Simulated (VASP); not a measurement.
Here is a VASP 6.6.1 calculation.

File INCAR:

```
  ALGO = Normal
  EDIFF = 1E-6
  ENCUT = 500
  GGA = CA
  GGA_COMPAT = F
  ISIF = 2
  ISMEAR = 0
  LASPH = T
  LCHARG = F
  LDAU = T
  LDAUJ = 0 0
  LDAUL = 2 -1
  LDAUPRINT = 1
  LDAUTYPE = 2
  LDAUU = 6 0
  LMAXMIX = 4
  LREAL = F
  LWAVE = F
  NBANDS = 17
  NELM = 200
  PREC = Accurate
  SIGMA = 0.05
```

The input KPOINTS:

```
k-points
0
Gamma
  5 5 5
```

Contents of POSCAR:

```
TeRu
1.0
    0.0000000000      3.1139297200      3.1139297200
    3.1139297200      0.0000000000      3.1139297200
    3.1139297200      3.1139297200      0.0000000000
Ru Te
1 1
Direct
    0.0000000000      0.0000000000      0.0000000000
    0.2500000000      0.2500000000      0.2500000000
```

Potentials or basis: VASP PAW LDA potentials, release 64 (Ru_pv, Te).

Launch:

```sh
$ cat potpaw_LDA.64/Ru_pv/POTCAR potpaw_LDA.64/Te/POTCAR > POTCAR
$ mpirun -np 1 vasp_std > vasp.out
```

Q: Estimate the band gap on the k mesh.

A: Zero (bands 10 and 11 overlap by 2.31 eV).

Q: Estimate the pressure.

A: -13.6 GPa.

Eigenvalues of the final occupation matrices:
```tsv
site	spin	trace	eigenvalues
site 1 d	1	3.11	0.49 0.49 0.49 0.82 0.82
site 1 d	2	3.11	0.49 0.49 0.49 0.82 0.82
```

Caveat: the cell stands under tension; spin-orbit coupling is left out, which moves the levels of the heavy elements; U without spin polarisation on a metal has little footing; the U is typed as a test and isn't derived for this compound.
